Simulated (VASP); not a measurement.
# HfSiO4 (P1) in VASP: single point with PBEsol

Aim: the single point of HfSiO4 with PBEsol.

Program: VASP 6.6.1. These are calculated values, not measurements. Logs are shortened: lines on timing, memory, paths and dates and some standing lists are left out, and cuts for length are marked.

## Step 1: The cell of the first run

The typed cell holds 12 atoms: a = 9.203 Å, b = 5.011 Å, c = 5.321 Å, α = 65.89°, β = 56.73°, γ = 63.94°.

## Step 2: Single point, PBEsol

The input, INCAR:

```
  PREC = Accurate
  ENCUT = 520
  EDIFF = 1E-7
  ISMEAR = -1
  SIGMA = 0.05
  LREAL = False
  LASPH = True
  NELM = 60
  ALGO = Normal
  ISIF = 2
  LWAVE = False
  LCHARG = False
  GGA = PS
  NBANDS = 50
```

The input, KPOINTS:

```
regular mesh
0
Gamma
  6 6 6
```

The input, POSCAR:

```
HfSiO4
1.0
    0.3560187439      6.9490964966      6.0225950396
    3.6011253556     -0.2796558545      3.4735162015
    3.5912761008      3.9166475355     -0.2717366381
Hf Si O
2 2 8
Direct
    0.0704462654     -0.0749487085      0.4858123478
    0.6840230494      0.2744747163      0.2599781741
    0.0036530318     -0.3824164294      0.0985996762
    0.4976481929      0.0355052458      0.0563365765
    0.1690001804      0.5751008958      0.7620718181
    0.2861497402      1.0496632014      0.2028451167
    0.5142030263      0.2996395441      0.1318298540
    0.0329832155      0.6658259108      0.3489181595
    0.5963677599      1.0651073851      0.6849199156
    0.9126005650      0.3298311772      0.2786570501
    0.8865363253     -0.0306375423      0.9654856379
    0.6045037944      0.7107831384      0.2056671589
```

Potentials or basis: VASP PAW PBE potentials, release 64 (Hf_pv, Si, O).

Started as:

```console
> cat potpaw_PBE.64/Hf_pv/POTCAR potpaw_PBE.64/Si/POTCAR potpaw_PBE.64/O/POTCAR > POTCAR
> mpirun -np 1 vasp_std > vasp.out
```

OUTCAR:

```text
PREC = Accurate
   ENCUT = 520
   EDIFF = 1E-7
   ISMEAR = -1
   LREAL = False
   LASPH = True
   NELM = 60
   ISIF = 2
   GGA = PS

 ion  position               nearest neighbor table
   1  0.070  0.925  0.486-   6 1.91   8 1.94   5 2.00  10 2.19  11 2.20   3 2.81   3 3.22   3 3.44
                             4 3.47   2 3.83
   2  0.684  0.274  0.260-   9 1.92  12 1.93   7 1.96  11 2.13  10 2.30   4 3.23   3 3.36   4 3.40
                             4 3.47   1 3.83
   3  0.004  0.618  0.099-   5 1.61   8 1.62  10 1.66  11 1.71   1 2.81   1 3.22   2 3.36   1 3.44

   4  0.498  0.036  0.056-   7 1.62  12 1.63   6 1.63   9 1.63   2 3.23   2 3.40   1 3.47   2 3.47

   5  0.169  0.575  0.762-   3 1.61   1 2.00
   6  0.286  0.050  0.203-   4 1.63   1 1.91
   7  0.514  0.300  0.132-   4 1.62   2 1.96
   8  0.033  0.666  0.349-   3 1.62   1 1.94
   9  0.596  0.065  0.685-   4 1.63   2 1.92
  10  0.913  0.330  0.279-   3 1.66   1 2.19   2 2.30
  11  0.887  0.969  0.965-   3 1.71   2 2.13   1 2.20
  12  0.605  0.711  0.206-   4 1.63   2 1.93

  LATTYP: Found a triclinic cell.
 ALAT       =     5.0111501699
 B/A-ratio  =     2.8012962133
 C/A-ratio  =     1.1224143611
 COS(alpha) =     0.0025540192
 COS(beta)  =     0.5044476813
 COS(gamma) =     0.7356850252

  Lattice vectors:

 A1 = (  -3.6011253556,   0.2796558545,  -3.4735162015)
 A2 = ( -14.0287841689,  -0.3248868654,  -0.3809640872)
 A3 = (  -0.0098492548,   4.1963033900,  -3.7452528396)

Analysis of symmetry for initial positions (statically):
=====================================================================
 Subroutine PRICEL returns:
 Original cell was already a primitive cell.

 Routine SETGRP: Setting up the symmetry group for a
 triclinic supercell.

 Subroutine GETGRP returns: Found  1 space group operations
 (whereof  1 operations were pure point group operations)
 out of a pool of  2 trial point group operations.

The static configuration has the point symmetry C_1 .

Analysis of symmetry for dynamics (positions and initial velocities):
=====================================================================
 Subroutine PRICEL returns:
 Original cell was already a primitive cell.

 Routine SETGRP: Setting up the symmetry group for a
 triclinic supercell.

 Subroutine GETGRP returns: Found  1 space group operations
 (whereof  1 operations were pure point group operations)
 out of a pool of  2 trial point group operations.

The dynamic configuration has the point symmetry C_1 .

 Subroutine INISYM returns: Found  1 space group operations
 (whereof  1 operations are pure point group operations),
 and found     1 'primitive' translations

----------------------------------------------------------------------------------------

                                     Primitive cell

  volume of cell :     179.6625

  direct lattice vectors                    reciprocal lattice vectors
     0.356018744  6.949096497  6.022595040    -0.075299768  0.074878798  0.084094669
     3.601125356 -0.279655855  3.473516201     0.141803122 -0.120924192  0.131144350
     3.591276101  3.916647536 -0.271736638     0.143725321  0.113832773 -0.139840688

  length of vectors
     9.202626933  5.011150170  5.320830081     0.135457753  0.227880728  0.230586830

  position of ions in fractional coordinates (direct lattice)
     0.070446265  0.925051291  0.485812348
     0.684023049  0.274474716  0.259978174
     0.003653032  0.617583571  0.098599676
     0.497648193  0.035505246  0.056336577
     0.169000180  0.575100896  0.762071818
     0.286149740  0.049663201  0.202845117
     0.514203026  0.299639544  0.131829854
     0.032983216  0.665825911  0.348918160
     0.596367760  0.065107385  0.684919916
     0.912600565  0.329831177  0.278657050
     0.886536325  0.969362458  0.965485638
     0.604503794  0.710783138  0.205667159

  ion indices of the primitive-cell ions
   primitive index   ion index
                 1           1
                 2           2
                 3           3
                 4           4
                 5           5
                 6           6
                 7           7
                 8           8
                 9           9
                10          10
                11          11
                12          12

----------------------------------------------------------------------------------------

 KPOINTS: regular mesh

Automatic generation of k-mesh.
 Grid dimensions read from file:
 generate k-points for:    6    6    6

 Generating k-lattice:

  Cartesian coordinates                     Fractional coordinates (reciprocal lattice)
    -0.012549961  0.012479800  0.014015778     0.166666667  0.000000000  0.000000000
     0.023633854 -0.020154032  0.021857392     0.000000000  0.166666667 -0.000000000
     0.023954220  0.018972129 -0.023306781     0.000000000  0.000000000  0.166666667

  Length of vectors
     0.022576292  0.037980121  0.038431138

  Shift w.r.t. Gamma in fractional coordinates (k-lattice)
     0.000000000  0.000000000  0.000000000

 Subroutine IBZKPT returns following result:
 ===========================================

 Found    112 irreducible k-points:

 Following reciprocal coordinates:
            Coordinates               Weight
  0.000000  0.000000  0.000000      1.000000
  0.166667  0.000000  0.000000      2.000000
  0.333333  0.000000 -0.000000      2.000000
  0.500000  0.000000  0.000000      1.000000
  0.000000  0.166667 -0.000000      2.000000
  0.166667  0.166667 -0.000000      2.000000
[... 16 lines left out ...]
  0.333333 -0.000000  0.166667      2.000000
  0.500000  0.000000  0.166667      2.000000
 [... further k-points ...]
   k-points           NKPTS =    112   k-points in BZ     NKDIM =    112   number of bands    NBANDS=     50
   number of dos      NEDOS =    301   number of ions     NIONS =     12
   total plane-waves  NPLWV = 112000
   dimension x,y,z NGX =    70 NGY =   40 NGZ =   40
   dimension x,y,z NGXF=   140 NGYF=   80 NGZF=   80
   ions per type =               2   2   8
   NGX,Y,Z   is equivalent  to a cutoff of  12.65, 13.27, 12.50 a.u.
   NGXF,Y,Z  is equivalent  to a cutoff of  25.29, 26.54, 25.00 a.u.
 SYSTEM =  unknown system
   PREC   = accura    normal or accurate (medium, high low for compatibility)
   ISTART =      0    job   : 0-new  1-cont  2-samecut
   ICHARG =      2    charge: 1-file 2-atom 10-const
   ISPIN  =      1    spin polarized calculation?
   LNONCOLLINEAR =      F non collinear calculations
   LSORBIT =      F    spin-orbit coupling
   LASPH  =      T    aspherical Exc in radial PAW
   ENCUT  =  520.0 eV  38.22 Ry    6.18 a.u.  17.11  9.32  9.89*2*pi/ulx,y,z
   NELM   =     60;   NELMIN=  2; NELMDL= -5     # of ELM steps
   EDIFF  = 0.1E-06   stopping-criterion for ELM
   LREAL  =      F    real-space projection
   EDIFFG = 0.1E-05   stopping-criterion for IOM
   NSW    =      0    number of steps for IOM
   IBRION =     -1    ionic relax: 0-MD 1-quasi-New 2-CG
   NFREE  =      0    steps in history (QN), initial steepest desc. (CG)
   ISIF   =      2    stress and relaxation
   ISYM   =      2    0-nonsym 1-usesym 2-fastsym
   POTIM  = 0.5000    time-step for ionic-motion
   TEBEG  =    0.0;   TEEND  =   0.0 temperature during run
   PSTRESS=    0.0 pullay stress
   NELECT =      76.0000    total number of electrons
   NUPDOWN=      -1.0000    fix difference up-down
   EMIN   =  10.00;   EMAX   =-10.00  energy-range for DOS
   EFERMI =   0.00;   METHOD = LEGACY
   ISMEAR =    -1;   SIGMA  =   0.05  broadening in eV -4-tet -1-fermi 0-gaus
   EFERMI_NEDOS =   21; number of points for ismear=-14 and -15
   IALGO  =     38    algorithm
   IMIX   =      4    mixing-type and parameters
     AMIX     =   0.40;   BMIX     =  1.00
     AMIX_MAG =   1.60;   BMIX_MAG =  1.00
  volume/ion in A,a.u.               =      14.97       101.04
  Fermi-wavevector in a.u.,A,eV,Ry     =   1.228929  2.322339 20.548430  1.510267
  Thomas-Fermi vector in A             =   2.363836
   LORBIT       =      0    0 simple, 1 ext, 2 COOP (PROOUT), +10 PAW based schemes
   GGA     = PS    functional components
   LHFCALC =     F    Hartree Fock is set to
   AEXX    =    0.0000 exact exchange contribution
   IVDW    =     0    specifies the selected vdW correction
   LEPSILON=     F    determine dielectric tensor
   LRPA    =     F    only Hartree local field effects (RPA)
 non-spin polarized calculation
  energy-cutoff  :      520.00
  volume of cell :      179.66
 maximum number of plane-waves:      4874
 NGX is ok and might be reduce to    70
   NGX = 35   NGY = 19   NGZ = 19

 number of electron      76.0000004 magnetization

 Free energy of the ion-electron system (eV)
  ---------------------------------------------------
  ext. energy  EPLUGINS =         0.00000000
  ---------------------------------------------------
  free energy    TOTEN  =      -110.49893457 eV

  energy without entropy =     -110.49893457  energy(sigma->0) =     -110.49893457

 E-fermi :   1.3415     XC(G=0):  -9.1865

 val. band max:        0.2096493009   @ k =   0.0000   0.0000   0.0000
 cond. band min:       4.6663687218   @ k =   0.0000   0.0000   0.0000
 fundamental gap:      4.4567194209
 Fermi energy:         1.3414799288

 k-point     1 :       0.0000    0.0000    0.0000
  band No.  band energies     occupation
      1     -29.1413      2.00000
      2     -29.0586      2.00000
      3     -28.9487      2.00000
      4     -28.7719      2.00000
      5     -28.6605      2.00000
      6     -28.5959      2.00000
[... 42 lines left out ...]
     49       8.8481      0.00000
     50       9.0346      0.00000
[... 1217 lines left out ...]
     49       8.6195      0.00000
     50       9.3805      0.00000

 [... further k-points ...]

------------------------ aborting loop because EDIFF is reached ----------------------------------------

  FORCE on cell =-STRESS in cart. coord.  units (eV):
  Direction    XX          YY          ZZ          XY          YZ          ZX
  --------------------------------------------------------------------------------------
  -------------------------------------------------------------------------------------
  Total       -0.4651793     -0.7707077     -0.5211233      0.0554847     -0.0376461     -0.0208956
  in kB       -4.1483313     -6.8729438     -4.6472235      0.4947964     -0.3357166     -0.1863411
  external PRESSURE =      -5.2228329 kB  Pullay stress =       0.0000000 kB

 VOLUME and BASIS-vectors are now :
 -----------------------------------------------------------------------------
  energy-cutoff  :      520.00
  volume of cell :      179.66
      direct lattice vectors                 reciprocal lattice vectors
     0.356018744  6.949096497  6.022595040    -0.075299768  0.074878798  0.084094669
     3.601125356 -0.279655855  3.473516201     0.141803122 -0.120924192  0.131144350
     3.591276101  3.916647536 -0.271736638     0.143725321  0.113832773 -0.139840688

 POSITION                                       TOTAL-FORCE (eV/Angst)
 -----------------------------------------------------------------------------------
      5.10099      2.13360      3.50544        -0.035692      0.035361     -0.012598
      2.16560      5.69483      5.00234         0.028425     -0.041603     -0.010090
      2.57940      0.23885      2.14039         0.025218      0.012279     -0.031696
      0.50735      3.66893      3.10515        -0.007585     -0.026017     -0.014195
      4.86799      3.99833      2.80836        -0.091126     -0.144081      0.125251
      1.00919      2.76907      1.84075         0.064574     -0.068532     -0.199209
      1.73554      4.00578      4.10182         0.104612      0.156058      0.135049
      3.66253      1.40959      2.41659         0.163173      0.097676      0.087659
      2.90651      6.80860      3.63172        -0.110099     -0.112069      0.145776
      2.51340      7.34091      6.56618        -0.072663      0.045663     -0.170576
      7.27374      9.67101      8.44399         0.068949     -0.096023      0.051561
      3.51344      4.80751      6.05371        -0.137785      0.141288     -0.106932
 -----------------------------------------------------------------------------------
    total drift:                               -0.000570     -0.000809      0.000114

  FREE ENERGIE OF THE ION-ELECTRON SYSTEM (eV)
  ---------------------------------------------------
  free  energy   TOTEN  =      -110.4989345704 eV

  energy  without entropy=     -110.4989345703  energy(sigma->0) =     -110.49893457
```

It took 30 min on 1 thread of Oxide Virtual Turin-like, shared host; peak memory 0.83 GiB.

Results:

```yaml
Free_energy: -110.4989 eV
Pressure: -0.5 GPa
Largest_force: 0.231 eV/Å
Band_gap_on_the_k_mesh: 4.46 eV
```

Forces on the atoms (eV/Å):
```
Hf  -0.036  0.035 -0.013
Hf   0.028 -0.042 -0.010
Si   0.025  0.012 -0.032
Si  -0.008 -0.026 -0.014
O   -0.091 -0.144  0.125
O    0.065 -0.069 -0.199
O    0.105  0.156  0.135
O    0.163  0.098  0.088
O   -0.110 -0.112  0.146
O   -0.073  0.046 -0.171
O    0.069 -0.096  0.052
O   -0.138  0.141 -0.107
```

Levels at points of the mesh, in eV from the valence-band top:
```csv
k point,band 35,band 36,band 37,band 38,band 39,band 40,band 41,band 42
"(0.00, 0.00, 0.00)",-0.61,-0.35,-0.14,0.00,4.46,5.52,5.77,5.90
"(0.50, 0.00, 0.00)",-0.52,-0.47,-0.19,-0.01,4.69,5.75,5.83,5.95
"(0.00, 0.50, 0.00)",-0.70,-0.52,-0.41,-0.11,4.88,5.49,5.79,5.91
"(0.50, 0.50, 0.00)",-0.64,-0.55,-0.37,-0.03,4.84,5.48,5.90,6.06
"(0.00, 0.00, 0.50)",-0.60,-0.49,-0.43,-0.06,5.43,5.84,5.91,6.02
"(0.50, 0.00, 0.50)",-0.83,-0.41,-0.37,-0.06,5.34,5.74,5.88,5.98
"(0.00, 0.50, 0.50)",-0.85,-0.69,-0.34,-0.27,5.30,5.55,5.85,6.18
"(0.50, 0.50, 0.50)",-0.79,-0.57,-0.39,-0.28,5.27,5.41,5.92,6.17
```

Caveat: the PAW data sets were made with another functional, which shifts forces and pressure a little; spin-orbit coupling is left out, which moves the levels of the heavy elements. A k mesh can miss the band edges.
